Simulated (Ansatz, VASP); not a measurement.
## KF: VASP beside Ansatz

Contents of POSCAR:

```
KF
1.0
    0.0000000000      2.6589566634      2.6589566634
    2.6589566634      0.0000000000      2.6589566634
    2.6589566634      2.6589566634      0.0000000000
K F
1 1
Direct
    0.0000000000      0.0000000000      0.0000000000
    0.5000000000      0.5000000000      0.5000000000
```

File INCAR.step1:

```
SYSTEM = KF
ALGO     = Normal         ! electronic algorithm
EDIFF    = 1E-5           ! SCF threshold, eV
ENCUT    = 520            ! plane-wave cutoff, eV
GGA      = PE             ! functional
ISIF     = 2              ! what is computed and relaxed
ISMEAR   = 0              ! smearing method
LASPH    = .True.         ! aspherical terms in the spheres
LCHARG   = .False.        ! write CHGCAR
LREAL    = .False.        ! projectors in reciprocal space
LWAVE    = .True.         ! write WAVECAR
NBANDS   = 15             ! bands
NELM     = 100            ! most SCF steps
PREC     = Accurate       ! precision mode
SIGMA    = 0.01           ! smearing width, eV
```

Contents of INCAR.step2:

```
SYSTEM = KF
ALGO     = Normal         ! electronic algorithm
EDIFF    = 1E-7           ! SCF threshold, eV
ENCUT    = 520            ! plane-wave cutoff, eV
GGA      = PE             ! functional
HFSCREEN = 0.2079         ! screening, 1/A
ISIF     = 2              ! what is computed and relaxed
ISMEAR   = 0              ! smearing method
ISTART   = 1            
LASPH    = .True.         ! aspherical terms in the spheres
LCHARG   = .False.        ! write CHGCAR
LHFCALC  = .True.         ! exact exchange
LREAL    = .False.        ! projectors in reciprocal space
LWAVE    = .False.        ! write WAVECAR
NBANDS   = 15             ! bands
NELM     = 100            ! most SCF steps
PREC     = Accurate       ! precision mode
PRECFOCK = Normal       
SIGMA    = 0.01           ! smearing width, eV
```

Contents of KPOINTS:

```
k-points
0
Gamma
  4 4 4
  0 0 0
```

Input for Ansatz:

```yaml
crystal:
  lattice:
    - [0.0, 2.6589566634, 2.6589566634]
    - [2.6589566634, 0.0, 2.6589566634]
    - [2.6589566634, 2.6589566634, 0.0]
  atoms:
    - { symbol: K, position: [0.0, 0.0, 0.0] }
    - { symbol: F, position: [0.5, 0.5, 0.5] }
kpoints:
  mp_grid: { grid: [4, 4, 4] }
hamiltonian:
  xc: hse06
scf:
  occupations: { method: fixed }
  n_extra_bands: 4
output:
  forces: true
  stress: true
  eigenvalues: true
```

Alike in both runs: task single point; functional HSE06; k mesh 4 × 4 × 4; no spin polarisation.

|  | VASP | Ansatz |
| --- | --- | --- |
| version | VASP 6.6.1 | Ansatz 0.2.0 |
| potentials or method | VASP PAW PBE potentials, release 64 (K_sv, F) | plane waves, PAW |
| plane-wave cutoff (eV) | 520 | 420 |
| occupations | gaussian, width 0.01 eV | fixed |
| valence electrons in the cell | 16 | 16 |

Ansatz gave:

| Item | Value |
| --- | --- |
| gap on the k mesh at the Fermi level (eV) | 8.26 |
| pressure (GPa) | 1.0 |

Problem. Estimate VASP's values.

Solution. gap on the k mesh at the Fermi level (eV): 8.24; pressure (GPa): 1.1.

Ansatz's warnings: stress exchange threshold loose, stress scf threshold loose.

The k mesh is coarse, so the values compare programs but aren't converged.
